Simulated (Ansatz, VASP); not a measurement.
# Si: VASP beside Ansatz

```
CELL_PARAMETERS angstrom
-3.39663 3.39663 1.88445
3.39663 -3.39663 1.88445
3.39663 3.39663 -1.88445
ATOMIC_POSITIONS crystal
Si 0.17873 0.17873 0.35746
Si 0.82127 0.82127 0.64254
Si 0.17873 0.82127 0.00000
Si 0.82127 0.17873 0.00000
```

Alike in both runs: task single point; functional PBEsol; k mesh 12 × 12 × 12; occupations gaussian, width 0.03 eV; no spin polarisation.

|  | VASP | Ansatz |
| --- | --- | --- |
| version | VASP 6.6.1 | Ansatz 0.2.0 |
| potentials or method | VASP PAW PBE potentials, release 64 (Si), cutoff 520 eV | scalar-relativistic, plane waves, PAW |
| valence electrons in the cell | 16 | 16 |

```tsv
	VASP	Ansatz	Ansatz less VASP
gap on the k mesh at the Fermi level (eV)	0.12	0.12	+0.004
least direct gap on the mesh (eV)	0.81	0.81	+0.005
pressure (GPa)	-1.8	-1.9	-0.10
traceless stress, the component that is largest in VASP (GPa)	4.44	4.43	-0.017
rms of the force components (eV/Å)	0.249	0.248	-0.0001
```

VASP's potentials were made for PBE, not for PBEsol, and Ansatz warns of the same on its side. Atom by atom the forces differ by 0.000 eV/Å (rms over components).
